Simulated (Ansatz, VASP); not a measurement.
One calculation of Hf4C, two programs

```
CELL_PARAMETERS angstrom
1.62729 0.93952 10.42342
-1.62729 0.93952 10.42342
0.00000 -1.87903 10.42342
ATOMIC_POSITIONS crystal
Hf 0.62623 0.62623 0.62623
Hf 0.37377 0.37377 0.37377
Hf 0.12739 0.12739 0.12739
Hf 0.87261 0.87261 0.87261
C 0.00000 0.00000 0.00000
```

Alike in both runs: functional PBE; k mesh 6 × 6 × 6; occupations gaussian, width 0.2 eV; no spin polarisation.

Ansatz relaxed the structure, and its values are those at the end. VASP's run is a single point on that final structure, the one shown.

|  | VASP | Ansatz |
| --- | --- | --- |
| version | VASP 6.6.1 | Ansatz 0.2.0 |
| potentials or method | VASP PAW PBE potentials, release 64 (Hf_pv, C), cutoff 520 eV | scalar-relativistic, plane waves, PAW |
| valence electrons in the cell | 44 | 108 |

```csv
,VASP,Ansatz,Ansatz less VASP
gap on the k mesh at the Fermi level (eV),none,none,-
pressure (GPa),-0.4,0.1,+0.53
rms of the force components (eV/Å),0.023,0.022,-0.0014
```

A gap of «none» marks a metal or a gap that the smearing closes. The functional is the same, so the differences come from potentials, cutoffs and numerics. VASP's potentials hold 44 valence electrons a cell and Ansatz's 108, so a difference there can come from the potentials and not from the codes.

The k mesh is coarse, so the values compare programs but aren't converged. Neither program's run includes spin-orbit coupling.
